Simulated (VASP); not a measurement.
Wanted: the native input for a VASP 6.6.1 run.

```yaml
Task: single point
Functional: PBEsol
Potentials_or_basis: VASP PAW PBE potentials, release 64 (Nb_sv)
Cutoff: 500 eV
k_mesh: 20 × 20 × 20
Occupations: gaussian, width 0.15 eV
Spin: no spin polarisation
Dipole_correction: no
Further_INCAR_settings: ALGO = Normal; EDIFF = 1e-06; NBANDS = 12
```

The structure of Nb lies in POSCAR:

```
Nb
1.0
    0.0000000000      2.0621250000      2.0092500000
    2.0621250000      0.0000000000      2.0092500000
    2.0621250000      2.0621250000      0.0000000000
Nb
1
Direct
    0.0000000000      0.0000000000      0.0000000000
```

This cell differs from its parent crystal: strain -0.025 along x and y, -0.050 along z.

The input as run:

INCAR

```
SYSTEM = Nb
PREC = Accurate
ENCUT = 500
EDIFF = 1E-6
ISMEAR = 0
SIGMA = 0.15
LREAL = .FALSE.
LASPH = .TRUE.
NELM = 120
ALGO = Normal
ISIF = 2
LWAVE = .FALSE.
LCHARG = .FALSE.
GGA = PS
NBANDS = 12
GGA_COMPAT = .FALSE.
```

KPOINTS

```
Automatic mesh
0
G
  20 20 20
  0 0 0
```

Potentials or basis: VASP PAW PBE potentials, release 64 (Nb_sv).

The run is started by

```bash
$ cat potpaw_PBE.64/Nb_sv/POTCAR > POTCAR
$ mpirun -np 1 vasp_std > vasp.out
```

It gave:

```json
{"Pressure": "11.0 GPa"}
```

Caveat: the cell differs from its parent crystal (strain -0.025 along x and y, -0.050 along z); the PAW data sets were made with another functional, which shifts forces and pressure a little.

Wall time 70 s on 1 thread of Intel(R) Xeon(R) Platinum 8259CL CPU @ 2.50GHz (Skylake/Cascade Lake), with other jobs on the host, peak memory 0.24 GiB.
